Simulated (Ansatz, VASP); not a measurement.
**One calculation of TiO2, two programs**

```
Ti O
1.0
     0.00000    2.46621    2.46621
     2.46621    0.00000    2.46621
     2.46621    2.46621    0.00000
Ti O
1 2
Direct
  0.00000 0.00000 0.00000
  0.25000 0.25000 0.25000
  0.75000 0.75000 0.75000
```

Alike in both runs: task relaxation of cell and atoms; functional PBE; k mesh 12 × 12 × 12; occupations fermi-dirac, width 0.1 eV; no spin polarisation.

```csv
,VASP,Ansatz
version,VASP 6.6.1,Ansatz 0.2.0
potentials or method,"VASP PAW PBE potentials, release 64 (Ti_sv, O)","PAW with Ansatz's default frozen-core files, scalar-relativistic"
plane-wave cutoff (eV),600,420
valence electrons in the cell,24,24
```

```tsv
	VASP	Ansatz	Ansatz less VASP
relaxed volume (Å³/atom)	9.41	9.39	-0.018
relaxed cell length with the largest relative difference (Å)	3.417	3.415	-0.0022
```
